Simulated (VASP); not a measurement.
# CdSe (rocksalt type) (Fm-3m) in VASP: notebook

CdSe (rocksalt type) is run at these levels: PBE; tasks: electric field gradients.

Everything below comes from runs of VASP 6.6.1. Logs are shortened: lines on timing, memory, paths and dates and some standing lists are left out, and cuts for length are marked.

## Step 1: The cell of the first run

The structure is cubic, space group Fm-3m (No. 225). Conventional cell: a = 5.622 Å, b = 5.622 Å, c = 5.622 Å, α = 90.00°, β = 90.00°, γ = 90.00°. Within 3.7 Å of Cd (site symmetry m-3m) lie 6 Se at 2.81 Å. Se (site symmetry m-3m) has 6 Cd at 2.81 Å within 3.7 Å.

## Step 2: Electric field gradients, PBE (volume scaled by 0.9405)

INCAR

```
SYSTEM = CdSe
PREC     = Accurate       ! precision mode
ENCUT    = 520            ! plane-wave cutoff, eV
EDIFF    = 1E-8           ! SCF threshold, eV
ISMEAR   = -1             ! smearing method
SIGMA    = 0.03           ! smearing width, eV
LREAL    = .FALSE.        ! projectors in reciprocal space
LASPH    = .TRUE.         ! aspherical terms in the spheres
NELM     = 60             ! most SCF steps
ALGO     = Normal         ! electronic algorithm
ISIF     = 2              ! what is computed and relaxed
LWAVE    = .FALSE.        ! write WAVECAR
LCHARG   = .FALSE.        ! write CHGCAR
GGA      = PE             ! functional
LEFG     = .TRUE.       
NBANDS   = 16             ! bands
```

KPOINTS

```
regular mesh
0
G
  12 12 12
  0 0 0
```

POSCAR

```
CdSe
1.0
    0.0000000000      2.8109984330      2.8109984330
    2.8109984330      0.0000000000      2.8109984330
    2.8109984330      2.8109984330      0.0000000000
Cd Se
1 1
Direct
    0.0000000000      0.0000000000      0.0000000000
    0.5000000000      0.5000000000      0.5000000000
```

Potentials or basis: VASP PAW PBE potentials, release 64 (Cd, Se).

Run with:

```bash
cat potpaw_PBE.64/Cd/POTCAR potpaw_PBE.64/Se/POTCAR > POTCAR
mpirun -np 1 vasp_std > vasp.out
```

OUTCAR:

```text
SYSTEM = CdSe
   PREC = Accurate
   ENCUT = 520
   EDIFF = 1E-8
   ISMEAR = -1
   LREAL = .FALSE.
   LASPH = .TRUE.
   NELM = 60
   ISIF = 2
   GGA = PE

 ion  position               nearest neighbor table
   1  0.000  0.000  0.000-   2 2.81   2 2.81   2 2.81   2 2.81   2 2.81   2 2.81
   2  0.500  0.500  0.500-   1 2.81   1 2.81   1 2.81   1 2.81   1 2.81   1 2.81

  LATTYP: Found a face centered cubic cell.
 ALAT       =     5.6219968660

  Lattice vectors:

 A1 = (   0.0000000000,   2.8109984330,   2.8109984330)
 A2 = (   2.8109984330,   0.0000000000,   2.8109984330)
 A3 = (   2.8109984330,   2.8109984330,   0.0000000000)

Analysis of symmetry for initial positions (statically):
=====================================================================
 Subroutine PRICEL returns:
 Original cell was already a primitive cell.

 Routine SETGRP: Setting up the symmetry group for a
 face centered cubic supercell.

 Subroutine GETGRP returns: Found 48 space group operations
 (whereof 48 operations were pure point group operations)
 out of a pool of 48 trial point group operations.

The static configuration has the point symmetry O_h .

Analysis of symmetry for dynamics (positions and initial velocities):
=====================================================================
 Subroutine PRICEL returns:
 Original cell was already a primitive cell.

 Routine SETGRP: Setting up the symmetry group for a
 face centered cubic supercell.

 Subroutine GETGRP returns: Found 48 space group operations
 (whereof 48 operations were pure point group operations)
 out of a pool of 48 trial point group operations.

The dynamic configuration has the point symmetry O_h .

 Subroutine INISYM returns: Found 48 space group operations
 (whereof 48 operations are pure point group operations),
 and found     1 'primitive' translations

----------------------------------------------------------------------------------------

                                     Primitive cell

  volume of cell :      44.4234

  direct lattice vectors                    reciprocal lattice vectors
     0.000000000  2.810998433  2.810998433    -0.177872742  0.177872742  0.177872742
     2.810998433  0.000000000  2.810998433     0.177872742 -0.177872742  0.177872742
     2.810998433  2.810998433  0.000000000     0.177872742  0.177872742 -0.177872742

  length of vectors
     3.975352108  3.975352108  3.975352108     0.308084627  0.308084627  0.308084627

  position of ions in fractional coordinates (direct lattice)
     0.000000000  0.000000000  0.000000000
     0.500000000  0.500000000  0.500000000

  ion indices of the primitive-cell ions
   primitive index   ion index
                 1           1
                 2           2

----------------------------------------------------------------------------------------

 KPOINTS: regular mesh

Automatic generation of k-mesh.
 Grid dimensions read from file:
 generate k-points for:   12   12   12

 Generating k-lattice:

  Cartesian coordinates                     Fractional coordinates (reciprocal lattice)
    -0.014822729  0.014822729  0.014822729     0.083333333  0.000000000  0.000000000
     0.014822729 -0.014822729  0.014822729     0.000000000  0.083333333  0.000000000
     0.014822729  0.014822729 -0.014822729     0.000000000  0.000000000  0.083333333

  Length of vectors
     0.025673719  0.025673719  0.025673719

  Shift w.r.t. Gamma in fractional coordinates (k-lattice)
     0.000000000  0.000000000  0.000000000

 Subroutine IBZKPT returns following result:
 ===========================================

 Found     72 irreducible k-points:

 Following reciprocal coordinates:
            Coordinates               Weight
  0.000000  0.000000  0.000000      1.000000
  0.083333  0.000000  0.000000      8.000000
  0.166667  0.000000  0.000000      8.000000
  0.250000  0.000000  0.000000      8.000000
  0.333333  0.000000  0.000000      8.000000
  0.416667  0.000000  0.000000      8.000000
[... 16 lines left out ...]
  0.500000  0.166667  0.000000     24.000000
 -0.416667  0.166667  0.000000     24.000000
 [... further k-points ...]
   k-points           NKPTS =     72   k-points in BZ     NKDIM =     72   number of bands    NBANDS=     16
   number of dos      NEDOS =    301   number of ions     NIONS =      2
   total plane-waves  NPLWV =  27000
   dimension x,y,z NGX =    30 NGY =   30 NGZ =   30
   dimension x,y,z NGXF=    60 NGYF=   60 NGZF=   60
   ions per type =               1   1
   NGX,Y,Z   is equivalent  to a cutoff of  12.55, 12.55, 12.55 a.u.
   NGXF,Y,Z  is equivalent  to a cutoff of  25.09, 25.09, 25.09 a.u.
 SYSTEM =  CdSe
   PREC   = accura    normal or accurate (medium, high low for compatibility)
   ISTART =      0    job   : 0-new  1-cont  2-samecut
   ICHARG =      2    charge: 1-file 2-atom 10-const
   ISPIN  =      1    spin polarized calculation?
   LNONCOLLINEAR =      F non collinear calculations
   LSORBIT =      F    spin-orbit coupling
   LASPH  =      T    aspherical Exc in radial PAW
   ENCUT  =  520.0 eV  38.22 Ry    6.18 a.u.   7.39  7.39  7.39*2*pi/ulx,y,z
   NELM   =     60;   NELMIN=  2; NELMDL= -5     # of ELM steps
   EDIFF  = 0.1E-07   stopping-criterion for ELM
   LREAL  =      F    real-space projection
   EDIFFG = 0.1E-06   stopping-criterion for IOM
   NSW    =      0    number of steps for IOM
   IBRION =     -1    ionic relax: 0-MD 1-quasi-New 2-CG
   NFREE  =      0    steps in history (QN), initial steepest desc. (CG)
   ISIF   =      2    stress and relaxation
   ISYM   =      2    0-nonsym 1-usesym 2-fastsym
   POTIM  = 0.5000    time-step for ionic-motion
   TEBEG  =    0.0;   TEEND  =   0.0 temperature during run
   PSTRESS=    0.0 pullay stress
   NELECT =      18.0000    total number of electrons
   NUPDOWN=      -1.0000    fix difference up-down
   EMIN   =  10.00;   EMAX   =-10.00  energy-range for DOS
   EFERMI =   0.00;   METHOD = LEGACY
   ISMEAR =    -1;   SIGMA  =   0.03  broadening in eV -4-tet -1-fermi 0-gaus
   EFERMI_NEDOS =   21; number of points for ismear=-14 and -15
   IALGO  =     38    algorithm
   IMIX   =      4    mixing-type and parameters
     AMIX     =   0.40;   BMIX     =  1.00
     AMIX_MAG =   1.60;   BMIX_MAG =  1.00
  volume/ion in A,a.u.               =      22.21       149.89
  Fermi-wavevector in a.u.,A,eV,Ry     =   1.211421  2.289254 19.967102  1.467541
  Thomas-Fermi vector in A             =   2.346937
   LORBIT       =      0    0 simple, 1 ext, 2 COOP (PROOUT), +10 PAW based schemes
   GGA     = PE    functional components
   LHFCALC =     F    Hartree Fock is set to
   AEXX    =    0.0000 exact exchange contribution
   IVDW    =     0    specifies the selected vdW correction
   LEPSILON=     F    determine dielectric tensor
   LRPA    =     F    only Hartree local field effects (RPA)
 non-spin polarized calculation
  energy-cutoff  :      520.00
  volume of cell :       44.42
 maximum number of plane-waves:      1243
 NGX is ok and might be reduce to    30
   NGX = 15   NGY = 15   NGZ = 15

 number of electron      17.9999992 magnetization

 Free energy of the ion-electron system (eV)
  ---------------------------------------------------
  ext. energy  EPLUGINS =         0.00000000
  ---------------------------------------------------
  free energy    TOTEN  =        -5.16231275 eV

  energy without entropy =       -5.16021607  energy(sigma->0) =       -5.16126441

 E-fermi :   2.8874     XC(G=0): -10.3216

 val. band max:        2.8619430341   @ k =  -0.2500   0.1667   0.0000
 cond. band min:       2.9063561157   @ k =   0.5000   0.4167   0.0000
 fundamental gap:      0.0444130815
 Fermi energy:         2.8873526419

 k-point     1 :       0.0000    0.0000    0.0000
  band No.  band energies     occupation
      1     -10.4408      2.00000
      2      -5.1846      2.00000
      3      -5.1846      2.00000
      4      -5.1662      2.00000
      5      -5.1662      2.00000
      6      -5.1662      2.00000
[... 8 lines left out ...]
     15      12.9889      0.00000
     16      13.0235      0.00000

 k-point     2 :       0.0833    0.0000    0.0000
  band No.  band energies     occupation
      1     -10.3837      2.00000
      2      -5.2020      2.00000
      3      -5.2020      2.00000
      4      -5.1716      2.00000
      5      -5.1568      2.00000
      6      -5.1568      2.00000
[... 8 lines left out ...]
     15      12.4891      0.00000
     16      12.8366      0.00000
[... 387 lines left out ...]
      5      -4.9891      2.00000
      6      -4.9891      2.00000
[... 8 lines left out ...]
     15      16.1666      0.00000
     16      16.1898      0.00000

 k-point    24 :      -0.4167    0.1667    0.0000
  band No.  band energies     occupation
      1      -9.3943      2.00000
      2      -5.4072      2.00000
      3      -5.3371      2.00000
      4      -5.2467      2.00000
      5      -5.0018      2.00000
      6      -4.9676      2.00000
[... 8 lines left out ...]
     15      14.9754      0.00000
     16      15.4966      0.00000

 [... further k-points ...]
[... 5 lines left out ...]
  --------------------------------------------------------------------------------------
  -------------------------------------------------------------------------------------
  Total        1.2957264      1.2957264      1.2957264     -0.0000000      0.0000000     -0.0000000
  in kB       46.7317545     46.7317545     46.7317545     -0.0000000      0.0000000     -0.0000000
  external PRESSURE =      46.7317545 kB  Pullay stress =       0.0000000 kB

 VOLUME and BASIS-vectors are now :
 -----------------------------------------------------------------------------
  energy-cutoff  :      520.00
  volume of cell :       44.42
      direct lattice vectors                 reciprocal lattice vectors
     0.000000000  2.810998433  2.810998433    -0.177872742  0.177872742  0.177872742
     2.810998433  0.000000000  2.810998433     0.177872742 -0.177872742  0.177872742
     2.810998433  2.810998433  0.000000000     0.177872742  0.177872742 -0.177872742

 POSITION                                       TOTAL-FORCE (eV/Angst)
 -----------------------------------------------------------------------------------
      0.00000      0.00000      0.00000         0.000000      0.000000      0.000000
      2.81100      2.81100      2.81100        -0.000000     -0.000000     -0.000000
 -----------------------------------------------------------------------------------
    total drift:                               -0.000000      0.000000      0.000000

  FREE ENERGIE OF THE ION-ELECTRON SYSTEM (eV)
  ---------------------------------------------------
  free  energy   TOTEN  =        -5.1623127547 eV

  energy  without entropy=       -5.1602160685  energy(sigma->0) =       -5.16126441

 Electric field gradients (V/A^2)
---------------------------------------------------------------------
 ion       V_xx      V_yy      V_zz      V_xy      V_xz      V_yz
---------------------------------------------------------------------
   1      -0.000    -0.000    -0.000    -0.000    -0.000    -0.000
   2      -0.000    -0.000     0.000    -0.000    -0.000    -0.000
---------------------------------------------------------------------

 Electric field gradients after diagonalization (V/A^2)
 (convention: |V_zz| > |V_xx| > |V_yy|)
----------------------------------------------------------------------
 ion       V_xx      V_yy      V_zz     asymmetry (V_yy - V_xx)/ V_zz
----------------------------------------------------------------------
   1       0.000     0.000    -0.000       0.000
   2       0.000     0.000    -0.000       0.000
----------------------------------------------------------------------

           NMR quadrupolar parameters

 Cq : quadrupolar parameter    Cq=e*Q*V_zz/h
 eta: asymmetry parameters     (V_yy - V_xx)/ V_zz
 Q  : nuclear electric quadrupole moment in mb (millibarn)
----------------------------------------------------------------------
 ion       Cq(MHz)       eta       Q (mb)
----------------------------------------------------------------------
   1      -0.000       0.000       1.000
   2      -0.000       0.000       1.000
----------------------------------------------------------------------
```

It took 69 s on 1 thread of Intel Xeon Platinum 8259CL at 2.50GHz (Skylake/Cascade Lake), shared host; peak memory 0.2 GiB.

What came out:

```
Free energy            : -5.1623 eV
Pressure               : 4.7 GPa
Band gap on the k mesh : zero (band 9 reaches 2.86 eV, above the bottom of band 10 at 2.41 eV)
```

Levels at points of the mesh, in eV from the Fermi level:
```tsv
k point	band 6	band 7	band 8	band 9	band 10	band 11	band 12	band 13
(0.00, 0.00, 0.00)	-8.05	-0.73	-0.73	-0.73	0.33	8.68	8.68	8.68
(0.50, 0.00, 0.00)	-7.89	-5.28	-0.05	-0.05	2.97	5.23	5.23	6.42
(0.50, 0.50, 0.00)	-7.24	-4.52	-2.31	-2.31	-0.48	5.36	10.18	10.77
```

Caveat: without QUAD_EFG the Cq values of the log hold for a quadrupole moment of 1 mb, not for the nuclei.

(Part 1 of 2 ends here.)
